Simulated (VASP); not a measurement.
# Cu in VASP: single point with r2SCAN

Aim: the single point of Cu with r2SCAN.

All numbers are computed with VASP 6.6.1; they aren't measurements. Logs are shortened: lines on timing, memory, paths and dates and some standing lists are left out, and cuts for length are marked.

### 1 The cell of the first run

The cell holds a single atom in a box, 1 atom: a = 14.000 Å, b = 14.400 Å, c = 14.800 Å, α = 90.00°, β = 90.00°, γ = 90.00°.

### 2 Single point, r2SCAN, collinear spin

File POSCAR:

```
Cu
1.0
   14.0000000000      0.0000000000      0.0000000000
    0.0000000000     14.4000000000      0.0000000000
    0.0000000000      0.0000000000     14.8000000000
Cu
1
Direct
    0.5000000000      0.5000000000      0.5000000000
```

File INCAR.step1:

```
PREC = Accurate
ENCUT = 580
ISMEAR = -1
SIGMA = 0.01
LREAL = F
LASPH = T
NELM = 200
ISPIN = 2
MAGMOM = 1
LMAXMIX = 4
NBANDS = 16
ISYM = 0
GGA = PE
ALGO = Normal
EDIFF = 1E-5
LWAVE = T
LCHARG = F
GGA_COMPAT = F
```

File INCAR.step2:

```
PREC = Accurate
ENCUT = 580
EDIFF = 1E-6
ISMEAR = -1
SIGMA = 0.01
LREAL = F
LASPH = T
NELM = 200
ALGO = Normal
ISIF = 2
LWAVE = F
LCHARG = F
ISPIN = 2
MAGMOM = 1
LORBIT = 11
LMAXMIX = 4
METAGGA = R2SCAN
LMIXTAU = T
NBANDS = 16
ISYM = 0
ISTART = 1
GGA_COMPAT = F
```

File KPOINTS:

```
regular mesh
0
Gamma
  1 1 1
```

Potentials or basis: VASP PAW PBE potentials, release 64 (Cu).

Launch:

```console
$ cat potpaw_PBE.64/Cu/POTCAR > POTCAR
$ cp INCAR.step1 INCAR
$ mpirun -np 1 vasp_gam > vasp.out
$ cp INCAR.step2 INCAR
$ mpirun -np 1 vasp_gam > vasp.out
```

OUTCAR:

```text
PREC = Accurate
   ENCUT = 580
   EDIFF = 1E-6
   ISMEAR = -1
   LREAL = F
   LASPH = T
   NELM = 200
   ISIF = 2
   ISPIN = 2
   LORBIT = 11
   METAGGA = R2SCAN
   ISYM = 0
   ISTART = 1

 ion  position               nearest neighbor table
   1  0.500  0.500  0.500-

IMPORTANT INFORMATION: All symmetrisations will be switched off!
NOSYMM: (Re-)initialisation of all symmetry stuff for point group C_1.

----------------------------------------------------------------------------------------

                                     Primitive cell

  volume of cell :    2983.6800

  direct lattice vectors                    reciprocal lattice vectors
    14.000000000  0.000000000  0.000000000     0.071428571  0.000000000  0.000000000
     0.000000000 14.400000000  0.000000000     0.000000000  0.069444444  0.000000000
     0.000000000  0.000000000 14.800000000     0.000000000  0.000000000  0.067567568

  length of vectors
    14.000000000 14.400000000 14.800000000     0.071428571  0.069444444  0.067567568

  position of ions in fractional coordinates (direct lattice)
     0.500000000  0.500000000  0.500000000

  ion indices of the primitive-cell ions
   primitive index   ion index
                 1           1

----------------------------------------------------------------------------------------

 KPOINTS: regular mesh

Automatic generation of k-mesh.
 Grid dimensions read from file:
 generate k-points for:    1    1    1

 Generating k-lattice:

  Cartesian coordinates                     Fractional coordinates (reciprocal lattice)
     0.071428571  0.000000000  0.000000000     1.000000000  0.000000000  0.000000000
     0.000000000  0.069444444  0.000000000     0.000000000  1.000000000  0.000000000
     0.000000000  0.000000000  0.067567568     0.000000000  0.000000000  1.000000000

  Length of vectors
     0.071428571  0.069444444  0.067567568

  Shift w.r.t. Gamma in fractional coordinates (k-lattice)
     0.000000000  0.000000000  0.000000000

 Subroutine IBZKPT returns following result:
 ===========================================

 Found      1 irreducible k-points:

 Following reciprocal coordinates:
            Coordinates               Weight
  0.000000  0.000000  0.000000      1.000000
   k-points           NKPTS =      1   k-points in BZ     NKDIM =      1   number of bands    NBANDS=     16
   number of dos      NEDOS =    301   number of ions     NIONS =      1
   total plane-waves  NPLWV = ******
   dimension x,y,z NGX =   112 NGY =  120 NGZ =  120
   dimension x,y,z NGXF=   224 NGYF=  240 NGZF=  240
   ions per type =               1
   NGX,Y,Z   is equivalent  to a cutoff of  13.30, 13.85, 13.48 a.u.
   NGXF,Y,Z  is equivalent  to a cutoff of  26.60, 27.71, 26.96 a.u.
 SYSTEM =  unknown system
   PREC   = accura    normal or accurate (medium, high low for compatibility)
   ISTART =      1    job   : 0-new  1-cont  2-samecut
   ICHARG =      0    charge: 1-file 2-atom 10-const
   ISPIN  =      2    spin polarized calculation?
   LNONCOLLINEAR =      F non collinear calculations
   LSORBIT =      F    spin-orbit coupling
   LASPH  =      T    aspherical Exc in radial PAW
   ENCUT  =  580.0 eV  42.63 Ry    6.53 a.u.  27.49 28.28 29.06*2*pi/ulx,y,z
   NELM   =    200;   NELMIN=  2; NELMDL=  0     # of ELM steps
   EDIFF  = 0.1E-05   stopping-criterion for ELM
   LREAL  =      F    real-space projection
   EDIFFG = 0.1E-04   stopping-criterion for IOM
   NSW    =      0    number of steps for IOM
   IBRION =     -1    ionic relax: 0-MD 1-quasi-New 2-CG
   NFREE  =      0    steps in history (QN), initial steepest desc. (CG)
   ISIF   =      2    stress and relaxation
   ISYM   =      0    0-nonsym 1-usesym 2-fastsym
   POTIM  = 0.5000    time-step for ionic-motion
   TEBEG  =    0.0;   TEEND  =   0.0 temperature during run
   PSTRESS=    0.0 pullay stress
   NELECT =      11.0000    total number of electrons
   NUPDOWN=      -1.0000    fix difference up-down
   EMIN   =  10.00;   EMAX   =-10.00  energy-range for DOS
   EFERMI =   0.00;   METHOD = LEGACY
   ISMEAR =    -1;   SIGMA  =   0.01  broadening in eV -4-tet -1-fermi 0-gaus
   EFERMI_NEDOS =   21; number of points for ismear=-14 and -15
   IALGO  =     38    algorithm
   IMIX   =      4    mixing-type and parameters
     AMIX     =   0.40;   BMIX     =  1.00
     AMIX_MAG =   1.60;   BMIX_MAG =  1.00
  volume/ion in A,a.u.               =    2983.68     20134.87
  Fermi-wavevector in a.u.,A,eV,Ry     =   0.252904  0.477918  0.870232  0.063960
  Thomas-Fermi vector in A             =   1.072337
   LORBIT       =     11    0 simple, 1 ext, 2 COOP (PROOUT), +10 PAW based schemes
   METAGGA = R2SCAN    functional components
   LHFCALC =     F    Hartree Fock is set to
   AEXX    =    0.0000 exact exchange contribution
   IVDW    =     0    specifies the selected vdW correction
   LEPSILON=     F    determine dielectric tensor
   LRPA    =     F    only Hartree local field effects (RPA)
 spin polarized calculation
  energy-cutoff  :      580.00
  volume of cell :     2983.68
 maximum number of plane-waves:     47305
 NGX is ok and might be reduce to   112
   NGX = 55   NGY = 57   NGZ = 59

 number of electron      11.0000001 magnetization       1.0000000

 Free energy of the ion-electron system (eV)
  ---------------------------------------------------
  ext. energy  EPLUGINS =         0.00000000
  ---------------------------------------------------
  free energy    TOTEN  =        -6.96619007 eV

  energy without entropy =       -6.96619007  energy(sigma->0) =       -6.96619007

 E-fermi :  -4.6077     XC(G=0):  -0.1889

 val. band max:       -4.8631545190   @ k =   0.0000   0.0000   0.0000
 cond. band min:      -3.4802328521   @ k =   0.0000   0.0000   0.0000
 fundamental gap:      1.3829216669
 Fermi energy:        -4.6077221051

 spin component 1

 k-point     1 :       0.0000    0.0000    0.0000
  band No.  band energies     occupation
      1      -5.2579      1.00000
      2      -5.0038      1.00000
      3      -5.0036      1.00000
      4      -5.0035      1.00000
      5      -5.0030      1.00000
      6      -5.0028      1.00000
      7      -0.6157      0.00000
      8      -0.6145      0.00000
      9      -0.6130      0.00000
     10       0.0700      0.00000
     11       0.7216      0.00000
     12       0.7658      0.00000
     13       0.8230      0.00000
     14       0.8607      0.00000
     15       0.9018      0.00000
     16       0.9326      0.00000
 Fermi energy:        -4.6077221051

 spin component 2

 k-point     1 :       0.0000    0.0000    0.0000
  band No.  band energies     occupation
      1      -4.8661      1.00000
      2      -4.8659      1.00000
      3      -4.8649      1.00000
      4      -4.8647      1.00000
      5      -4.8632      1.00000
      6      -3.4802      0.00000
      7       0.0582      0.00000
      8       0.1288      0.00000
      9       0.1371      0.00000
     10       0.1456      0.00000
     11       0.7131      0.00000
     12       0.7550      0.00000
     13       0.8824      0.00000
     14       0.9302      0.00000
     15       0.9599      0.00000
     16       0.9932      0.00000

------------------------ aborting loop because EDIFF is reached ----------------------------------------

  FORCE on cell =-STRESS in cart. coord.  units (eV):
  Direction    XX          YY          ZZ          XY          YZ          ZX
  --------------------------------------------------------------------------------------
  -------------------------------------------------------------------------------------
  Total       -0.0126226     -0.0279291     -0.0089173     -0.0000012      0.0000009      0.0000072
  in kB       -0.0067781     -0.0149974     -0.0047884     -0.0000007      0.0000005      0.0000038
  external PRESSURE =      -0.0088546 kB  Pullay stress =       0.0000000 kB

 VOLUME and BASIS-vectors are now :
 -----------------------------------------------------------------------------
  energy-cutoff  :      580.00
  volume of cell :     2983.68
      direct lattice vectors                 reciprocal lattice vectors
    14.000000000  0.000000000  0.000000000     0.071428571  0.000000000  0.000000000
     0.000000000 14.400000000  0.000000000     0.000000000  0.069444444  0.000000000
     0.000000000  0.000000000 14.800000000     0.000000000  0.000000000  0.067567568

 POSITION                                       TOTAL-FORCE (eV/Angst)
 -----------------------------------------------------------------------------------
      7.00000      7.20000      7.40000         0.000001     -0.000008      0.000005
 -----------------------------------------------------------------------------------
    total drift:                                0.000001     -0.000008      0.000005

  FREE ENERGIE OF THE ION-ELECTRON SYSTEM (eV)
  ---------------------------------------------------
  free  energy   TOTEN  =        -6.9661900720 eV

  energy  without entropy=       -6.9661900720  energy(sigma->0) =       -6.96619007

 total charge

# of ion       s       p       d       tot
------------------------------------------
    1        0.354   0.000   9.455   9.809

 magnetization (x)

# of ion       s       p       d       tot
------------------------------------------
    1        0.354  -0.000  -0.051   0.303
```

It took 26 min on 1 thread of Intel Xeon Platinum 8488C (Sapphire Rapids), shared host; peak memory 4.4 GiB.

What came out:

```
Free energy                                           : -6.9662 eV
Pressure                                              : 0.0 GPa
Band gap on the k mesh                                : 1.38 eV
Net moment                                            : 1.00 μB per cell
Site moments                                          : Cu +0.30 μB
Valence electrons inside the program's atomic spheres : Cu 9.81
```

Caveat: the PAW data sets were made with another functional, which shifts forces and pressure a little.
